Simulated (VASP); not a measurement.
Runs of VASP 6.6.1 on SrCl2. The structure is that of space group R-3m (No. 166), or close to it. The cells are those of the table. 

```csv
cell,gap on the mesh (eV),pressure (GPa),largest force (eV/Å)
"a = 6.776 Å, angles 33.6°, 3 atoms",5.14,5.7,0.32
"a = 5.275 Å, angles 52.2°, 3 atoms",5.23,0.4,0.22
"a = 4.391 Å, 3 atoms",0.16,56.6,24.21
"a = 6.209 Å, angles 38.9°, 3 atoms",5.33,4.7,0.40
"a = 4.521 Å, angles 75.3°, 3 atoms",4.82,9.3,3.90
"a = 4.425 Å, angles 82.7°, 3 atoms",(d),26.4,10.68
"a = 5.661 Å, angles 45.7°, 3 atoms",5.33,(c),0.31
"a = 5.064 Å, angles 56.6°, 3 atoms",(b),(a),0.14
```

Alike in all rows: task single point; level PBEsol; potentials or basis VASP PAW PBE potentials, release 64 (Sr_sv, Cl); no spin polarisation; k mesh 6 × 6 × 6; cutoff (eV) 520; smearing gaussian 0.05 eV.

Task: Fill in the values left out.

Result: (a) -0.6; (b) 5.15; (c) 2.5; (d) 3.26.

Caveats: the PAW data sets were made with another functional, which shifts forces and pressure a little.

A k mesh can miss the band edges, and the runs leave out spin-orbit coupling on Sr.
